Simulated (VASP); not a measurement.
# Ni (Fm-3m) in VASP: a series of runs, part 2 of 2

VASP 6.6.1.

## (3) Single point, PBE, collinear spin, ferromagnetic start

This run uses another cell than the first one, of 10.50 Å³/atom, 1.021 times its volume.

INCAR reads:

```
PREC = Accurate ; ENCUT = 520
EDIFF = 1E-6 ; ISMEAR = 1
SIGMA = 0.3 ; LREAL = False
LASPH = True ; NELM = 150
ALGO = Normal ; ISIF = 2
LWAVE = False ; LCHARG = False
ISPIN = 2 ; MAGMOM = 1.5
LORBIT = 11 ; LMAXMIX = 4
GGA = PE ; NBANDS = 15
```

KPOINTS reads:

```
regular mesh
0
Gamma
  14 14 14
```

POSCAR reads:

```
Ni
1.0
    0.0000000000      1.7381270809      1.7381270809
    1.7381270809      0.0000000000      1.7381270809
    1.7381270809      1.7381270809      0.0000000000
Ni
1
Direct
    0.0000000000      0.0000000000      0.0000000000
```

Potentials or basis: VASP PAW PBE potentials, release 64 (Ni).

Started as:

```sh
> cat potpaw_PBE.64/Ni/POTCAR > POTCAR
> mpirun -np 1 vasp_std > vasp.out
```

OUTCAR:

```text
PREC = Accurate
   ENCUT = 520
   EDIFF = 1E-6
   ISMEAR = 1
   LREAL = False
   LASPH = True
   NELM = 150
   ISIF = 2
   ISPIN = 2
   LORBIT = 11
   GGA = PE

 ion  position               nearest neighbor table
   1  0.000  0.000  0.000-

  LATTYP: Found a face centered cubic cell.
 ALAT       =     3.4762541618

  Lattice vectors:

 A1 = (   0.0000000000,   1.7381270809,   1.7381270809)
 A2 = (   1.7381270809,   0.0000000000,   1.7381270809)
 A3 = (   1.7381270809,   1.7381270809,   0.0000000000)

Analysis of symmetry for initial positions (statically):
=====================================================================
 Subroutine PRICEL returns:
 Original cell was already a primitive cell.

 Routine SETGRP: Setting up the symmetry group for a
 face centered cubic supercell.

 Subroutine GETGRP returns: Found 48 space group operations
 (whereof 48 operations were pure point group operations)
 out of a pool of 48 trial point group operations.

The static configuration has the point symmetry O_h .

Analysis of symmetry for dynamics (positions and initial velocities):
=====================================================================
 Subroutine PRICEL returns:
 Original cell was already a primitive cell.

 Routine SETGRP: Setting up the symmetry group for a
 face centered cubic supercell.

 Subroutine GETGRP returns: Found 48 space group operations
 (whereof 48 operations were pure point group operations)
 out of a pool of 48 trial point group operations.

The dynamic configuration has the point symmetry O_h .

Analysis of structural, dynamic, and magnetic symmetry:
=====================================================================
 Subroutine PRICEL returns:
 Original cell was already a primitive cell.

 Routine SETGRP: Setting up the symmetry group for a
 face centered cubic supercell.

 Subroutine GETGRP returns: Found 48 space group operations
 (whereof 48 operations were pure point group operations)
 out of a pool of 48 trial point group operations.

The overall configuration has the point symmetry O_h .

 Subroutine INISYM returns: Found 48 space group operations
 (whereof 48 operations are pure point group operations),
[... 155 lines left out ...]
      1       0.6303      1.00000
      2       7.3816      1.00000
      3       7.3816      1.00000
      4       7.3816      1.00000
      5       8.6155      1.00000
      6       8.6155      1.00000
      7      33.9126      0.00000
      8      38.0519      0.00000
      9      38.0519      0.00000
     10      38.0519      0.00000
     11      41.1182      0.00000
     12      41.1182      0.00000
     13      41.1182      0.00000
     14      43.9836      0.00000
[... 403 lines left out ...]
      4       7.9068      1.00000
      5       8.5706      1.00000
      6       8.9637      1.00008
      7      25.7952      0.00000
      8      31.4418      0.00000
      9      32.0289      0.00000
     10      34.9071      0.00000
     11      40.1710      0.00000
     12      44.0481      0.00000
     13      46.0618      0.00000
     14      48.2942      0.00000
     15      52.9939      0.00000

 [... further k-points ...]

 spin component 2

 k-point     1 :       0.0000    0.0000    0.0000
  band No.  band energies     occupation
      1       0.5915      1.00000
      2       8.0999      1.00000
      3       8.0999      1.00000
      4       8.0999      1.00000
      5       9.1724      1.00239
      6       9.1724      1.00239
      7      33.7510      0.00000
      8      38.0240      0.00000
      9      38.0240      0.00000
     10      38.0240      0.00000
     11      41.2119      0.00000
     12      41.2119      0.00000
     13      41.2119      0.00000
     14      43.8626      0.00000
[... 403 lines left out ...]
      4       8.5942      1.00000
      5       9.2148      1.00415
      6       9.5835      1.02043
      7      25.9084      0.00000
      8      31.5179      0.00000
      9      31.9895      0.00000
     10      34.9605      0.00000
     11      40.2887      0.00000
     12      44.0104      0.00000
     13      46.0300      0.00000
     14      48.3022      0.00000
     15      53.0805      0.00000

 [... further k-points ...]
[... 5 lines left out ...]
  --------------------------------------------------------------------------------------
  -------------------------------------------------------------------------------------
  Total        0.4984655      0.4984655      0.4984655      0.0000000      0.0000000      0.0000000
  in kB       76.0450712     76.0450712     76.0450712      0.0000000      0.0000000      0.0000000
  external PRESSURE =      76.0450712 kB  Pullay stress =       0.0000000 kB

 VOLUME and BASIS-vectors are now :
 -----------------------------------------------------------------------------
  energy-cutoff  :      520.00
  volume of cell :       10.50
      direct lattice vectors                 reciprocal lattice vectors
     0.000000000  1.738127081  1.738127081    -0.287665963  0.287665963  0.287665963
     1.738127081  0.000000000  1.738127081     0.287665963 -0.287665963  0.287665963
     1.738127081  1.738127081  0.000000000     0.287665963  0.287665963 -0.287665963

 POSITION                                       TOTAL-FORCE (eV/Angst)
 -----------------------------------------------------------------------------------
      0.00000      0.00000      0.00000         0.000000      0.000000     -0.000000
 -----------------------------------------------------------------------------------
    total drift:                                0.000000     -0.000000     -0.000000

  FREE ENERGIE OF THE ION-ELECTRON SYSTEM (eV)
  ---------------------------------------------------
  free  energy   TOTEN  =        -5.4615912138 eV

  energy  without entropy=       -5.4545053177  energy(sigma->0) =       -5.45922925

 total charge

# of ion       s       p       d       tot
------------------------------------------
    1        0.512   0.530   8.334   9.375

 magnetization (x)

# of ion       s       p       d       tot
------------------------------------------
    1       -0.008  -0.027   0.637   0.602
```

OSZICAR:

```text
N       E                     dE             d eps       ncg     rms          rms(c)
DAV:   1     0.333864915311E+02    0.33386E+02   -0.42279E+03  6612   0.869E+02
DAV:   2    -0.501036552155E+01   -0.38397E+02   -0.35632E+02  7017   0.164E+02
DAV:   3    -0.641814917718E+01   -0.14078E+01   -0.14001E+01  7619   0.307E+01
DAV:   4    -0.642619452140E+01   -0.80453E-02   -0.80431E-02  7690   0.220E+00
DAV:   5    -0.642628013564E+01   -0.85614E-04   -0.85614E-04  7747   0.205E-01    0.107E+01
DAV:   6    -0.577553290234E+01    0.65075E+00   -0.12486E+01  9005   0.400E+01    0.574E+00
DAV:   7    -0.547897191939E+01    0.29656E+00   -0.21562E+00  8169   0.146E+01    0.195E+00
DAV:   8    -0.546503805663E+01    0.13934E-01   -0.19507E-02  7873   0.900E-01    0.970E-01
DAV:   9    -0.546217123263E+01    0.28668E-02   -0.22201E-03 10074   0.284E-01    0.306E-01
DAV:  10    -0.546159848066E+01    0.57275E-03   -0.73212E-04  9816   0.158E-01    0.351E-02
DAV:  11    -0.546159016710E+01    0.83136E-05   -0.22475E-05  8986   0.291E-02    0.239E-02
DAV:  12    -0.546159177162E+01   -0.16045E-05   -0.27009E-06  6659   0.896E-03    0.647E-03
DAV:  13    -0.546159121384E+01    0.55778E-06   -0.18619E-07  5056   0.422E-03
   1 F= -.54615912E+01 E0= -.54592292E+01  d E =-.708590E-02  mag=     0.5929
```

stdout:

```text
POSCAR found type information on POSCAR Ni
 POSCAR found :  1 types and       1 ions
 scaLAPACK will be used
 LDA part: xc-table for (Slater+PW92), standard interpolation
 POSCAR, INCAR and KPOINTS ok, starting setup
 FFT: planning ... GRIDC
 FFT: planning ... GRID_SOFT
 FFT: planning ... GRID
 WAVECAR not read
 entering main loop
```

It took 14 s on 1 thread of Intel Xeon 6975P-C (Granite Rapids), shared host; peak memory 0.14 GiB.

What came out:

```yaml
Free_energy: -5.4616 eV
Pressure: 7.6 GPa
Net_moment: 0.59 μB per cell
Site_moments: Ni +0.60 μB
Valence_electrons_inside_the_program's_atomic_spheres: Ni 9.38
```

Levels at points of the mesh, in eV from the Fermi level:
Spin up:
```csv
k point,band 2,band 3,band 4,band 5,band 6,band 7,band 8,band 9
"(0.00, 0.00, 0.00)",-2.49,-2.49,-2.49,-1.26,-1.26,24.04,28.18,28.18
"(0.50, 0.00, 0.00)",-2.48,-2.48,-0.56,-0.56,-0.34,5.95,22.51,25.32
"(0.50, 0.50, 0.00)",-4.35,-0.51,-0.42,-0.42,2.49,9.56,15.18,15.18
```
Spin down:
```
           k point  band 3  band 4  band 5  band 6  band 7  band 8
(0.00, 0.00, 0.00)   -1.77   -1.77   -0.70   -0.70   23.88   28.15
(0.50, 0.00, 0.00)   -1.89   -0.40    0.16    0.16    6.35   22.37
(0.50, 0.50, 0.00)    0.07    0.41    0.41    2.44    9.79   15.18
```

## (4) Single point, PBE, collinear spin, ferromagnetic start

This run uses another cell than the first one, of 10.72 Å³/atom, 1.043 times its volume.

INCAR reads:

```
SYSTEM = Ni
  PREC = Accurate
  ENCUT = 520
  EDIFF = 1E-7
  ISMEAR = 1
  SIGMA = 0.3
  LREAL = .FALSE.
  LASPH = .TRUE.
  NELM = 150
  ALGO = Normal
  ISIF = 2
  LWAVE = .FALSE.
  LCHARG = .FALSE.
  ISPIN = 2
  MAGMOM = 1.5
  LORBIT = 11
  LMAXMIX = 4
  GGA = PE
  NBANDS = 15
```

KPOINTS reads:

```
regular mesh
0
G
  14 14 14
  0 0 0
```

POSCAR reads:

```
Ni
1.0
    0.0000000000      1.7501145430      1.7501145430
    1.7501145430      0.0000000000      1.7501145430
    1.7501145430      1.7501145430      0.0000000000
Ni
1
Direct
    0.0000000000      0.0000000000      0.0000000000
```

Started as:

```sh
> cat potpaw_PBE.64/Ni/POTCAR > POTCAR
> mpirun -np 1 vasp_std > vasp.out
```

Wall time 15 s (1 thread of Intel Xeon 6975P-C (Granite Rapids), shared host); peak memory 0.14 GiB.

It converged, with:

| Quantity | Value |
| --- | --- |
| Free energy | -5.4688 eV |
| Pressure | 3.1 GPa |
| Net moment | 0.60 μB per cell |
| Site moments | Ni +0.61 μB |
| Valence electrons inside the program's atomic spheres | Ni 9.34 |

Levels at points of the mesh, in eV from the Fermi level:
Spin up:
```csv
k point,band 1,band 2,band 3,band 4,band 5,band 6,band 7,band 8,band 9,band 10
"(0.00, 0.00, 0.00)",-9.10,-2.44,-2.44,-2.44,-1.24,-1.24,23.87,27.84,27.84,27.84
"(0.50, 0.00, 0.00)",-4.89,-2.43,-2.43,-0.57,-0.57,-0.30,5.79,22.35,24.95,24.95
"(0.50, 0.50, 0.00)",-4.71,-4.25,-0.52,-0.44,-0.44,2.47,9.37,14.98,14.98,19.93
```
Spin down:
```
           k point  band 2  band 3  band 4  band 5  band 6  band 7  band 8  band 9
(0.00, 0.00, 0.00)   -1.71   -1.71   -1.71   -0.68   -0.68   23.70   27.82   27.82
(0.50, 0.00, 0.00)   -1.83   -1.83   -0.37    0.16    0.16    6.20   22.20   25.03
(0.50, 0.50, 0.00)   -3.65    0.07    0.40    0.40    2.43    9.60   14.98   14.98
```

## (5) Single point, PBE, collinear spin, ferromagnetic start

This run uses another cell than the first one, of 10.94 Å³/atom, 1.064 times its volume.

INCAR reads:

```
  ALGO = Normal
  EDIFF = 1E-6
  ENCUT = 520
  GGA = PE
  ISIF = 2
  ISMEAR = 1
  ISPIN = 2
  LASPH = T
  LCHARG = F
  LMAXMIX = 4
  LORBIT = 11
  LREAL = F
  LWAVE = F
  MAGMOM = 1.5
  NBANDS = 15
  NELM = 150
  PREC = Accurate
  SIGMA = 0.3
```

KPOINTS reads:

```
k-points
0
Gamma
  14 14 14
```

POSCAR reads:

```
Ni
1.0
    0.0000000000      1.7619400000      1.7619400000
    1.7619400000      0.0000000000      1.7619400000
    1.7619400000      1.7619400000      0.0000000000
Ni
1
Direct
    0.0000000000      0.0000000000      0.0000000000
```

Potentials or basis: VASP PAW PBE potentials, release 64 (Ni).

Started as:

```sh
> cat potpaw_PBE.64/Ni/POTCAR > POTCAR
> mpirun -np 1 vasp_std > vasp.out
```

OUTCAR:

```text
EDIFF = 1E-6
   ENCUT = 520
   GGA = PE
   ISIF = 2
   ISMEAR = 1
   ISPIN = 2
   LASPH = T
   LORBIT = 11
   LREAL = F
   NELM = 150
   PREC = Accurate

 ion  position               nearest neighbor table
   1  0.000  0.000  0.000-

  LATTYP: Found a face centered cubic cell.
 ALAT       =     3.5238800000

  Lattice vectors:

 A1 = (   0.0000000000,   1.7619400000,   1.7619400000)
 A2 = (   1.7619400000,   0.0000000000,   1.7619400000)
 A3 = (   1.7619400000,   1.7619400000,   0.0000000000)

Analysis of symmetry for initial positions (statically):
=====================================================================
 Subroutine PRICEL returns:
 Original cell was already a primitive cell.

 Routine SETGRP: Setting up the symmetry group for a
 face centered cubic supercell.

 Subroutine GETGRP returns: Found 48 space group operations
 (whereof 48 operations were pure point group operations)
 out of a pool of 48 trial point group operations.

The static configuration has the point symmetry O_h .

Analysis of symmetry for dynamics (positions and initial velocities):
=====================================================================
 Subroutine PRICEL returns:
[... 622 lines left out ...]
      7      32.8090      0.00000
      8      36.7731      0.00000
      9      36.7731      0.00000
     10      36.7731      0.00000
     11      39.8116      0.00000
     12      39.8116      0.00000
     13      39.8116      0.00000
     14      42.5666      0.00000
[... 403 lines left out ...]
      4       8.0927      1.00000
      5       8.6754      1.00710
      6       9.0192      1.00958
      7      24.8769      0.00000
      8      30.3355      0.00000
      9      30.9704      0.00000
     10      33.7112      0.00000
     11      38.7725      0.00000
     12      42.6746      0.00000
     13      44.6430      0.00000
     14      46.8051      0.00000
     15      51.3207      0.00000

 [... further k-points ...]
[... 5 lines left out ...]
  --------------------------------------------------------------------------------------
  -------------------------------------------------------------------------------------
  Total       -0.0659993     -0.0659993     -0.0659993     -0.0000000      0.0000000      0.0000000
  in kB       -9.6659916     -9.6659916     -9.6659916     -0.0000000      0.0000000      0.0000000
  external PRESSURE =      -9.6659916 kB  Pullay stress =       0.0000000 kB

 VOLUME and BASIS-vectors are now :
 -----------------------------------------------------------------------------
  energy-cutoff  :      520.00
  volume of cell :       10.94
      direct lattice vectors                 reciprocal lattice vectors
     0.000000000  1.761940000  1.761940000    -0.283778108  0.283778108  0.283778108
     1.761940000  0.000000000  1.761940000     0.283778108 -0.283778108  0.283778108
     1.761940000  1.761940000  0.000000000     0.283778108  0.283778108 -0.283778108

 POSITION                                       TOTAL-FORCE (eV/Angst)
 -----------------------------------------------------------------------------------
      0.00000      0.00000      0.00000         0.000000      0.000000      0.000000
 -----------------------------------------------------------------------------------
    total drift:                                0.000000      0.000000      0.000000

  FREE ENERGIE OF THE ION-ELECTRON SYSTEM (eV)
  ---------------------------------------------------
  free  energy   TOTEN  =        -5.4702341657 eV

  energy  without entropy=       -5.4613265040  energy(sigma->0) =       -5.46726495

 total charge

# of ion       s       p       d       tot
------------------------------------------
    1        0.495   0.493   8.313   9.300

 magnetization (x)

# of ion       s       p       d       tot
------------------------------------------
    1       -0.007  -0.026   0.659   0.626
```

OSZICAR:

```text
N       E                     dE             d eps       ncg     rms          rms(c)
DAV:   1     0.323745693495E+02    0.32375E+02   -0.41898E+03  6700   0.858E+02
DAV:   2    -0.504726499585E+01   -0.37422E+02   -0.34590E+02  7052   0.161E+02
DAV:   3    -0.643312806996E+01   -0.13859E+01   -0.13760E+01  7689   0.305E+01
DAV:   4    -0.644165027049E+01   -0.85222E-02   -0.85210E-02  7693   0.226E+00
DAV:   5    -0.644175349428E+01   -0.10322E-03   -0.10322E-03  7776   0.221E-01    0.103E+01
DAV:   6    -0.583105408629E+01    0.61070E+00   -0.13371E+01  9012   0.409E+01    0.614E+00
DAV:   7    -0.548612651095E+01    0.34493E+00   -0.24933E+00  8278   0.155E+01    0.183E+00
DAV:   8    -0.547397966490E+01    0.12147E-01   -0.20222E-02  7510   0.893E-01    0.955E-01
DAV:   9    -0.547088518446E+01    0.30945E-02   -0.24841E-03  9881   0.309E-01    0.307E-01
DAV:  10    -0.547024336752E+01    0.64182E-03   -0.88200E-04  9886   0.177E-01    0.344E-02
DAV:  11    -0.547023332812E+01    0.10039E-04   -0.25673E-05  8746   0.357E-02    0.238E-02
DAV:  12    -0.547023489869E+01   -0.15706E-05   -0.35634E-06  7158   0.970E-03    0.896E-03
DAV:  13    -0.547023416565E+01    0.73304E-06   -0.22619E-07  5252   0.477E-03
   1 F= -.54702342E+01 E0= -.54672649E+01  d E =-.890766E-02  mag=     0.6126
```

stdout:

```text
POSCAR found type information on POSCAR Ni
 POSCAR found :  1 types and       1 ions
 scaLAPACK will be used
 LDA part: xc-table for (Slater+PW92), standard interpolation
 POSCAR, INCAR and KPOINTS ok, starting setup
 FFT: planning ... GRIDC
 FFT: planning ... GRID_SOFT
 FFT: planning ... GRID
 WAVECAR not read
 entering main loop
```

It took 16 s on 1 thread of Intel Xeon 6975P-C (Granite Rapids), shared host; peak memory 0.15 GiB.

Results:

| Quantity | Value |
| --- | --- |
| Free energy | -5.4702 eV |
| Pressure | -1.0 GPa |
| Net moment | 0.61 μB per cell |
| Site moments | Ni +0.63 μB |
| Valence electrons inside the program's atomic spheres | Ni 9.30 |

## (6) Overview

```csv
cell,gap on the mesh (eV),pressure (GPa),moment (μB)
"a = 2.441 Å, angles 60.0°, 1 atom",none,12.7,0.58
"a = 2.458 Å, angles 60.0°, 1 atom",none,7.6,0.59
"a = 2.475 Å, angles 60.0°, 1 atom",none,3.1,0.60
"a = 2.492 Å, angles 60.0°, 1 atom",none,-1.0,0.61
```

Alike in all rows: task single point; level PBE; potentials or basis VASP PAW PBE potentials, release 64 (Ni); spin collinear, ferromagnetic start; k mesh 14 × 14 × 14; cutoff (eV) 520; smearing methfessel-paxton 0.3 eV.

Absolute energies hang on the potentials; compare differences alone.
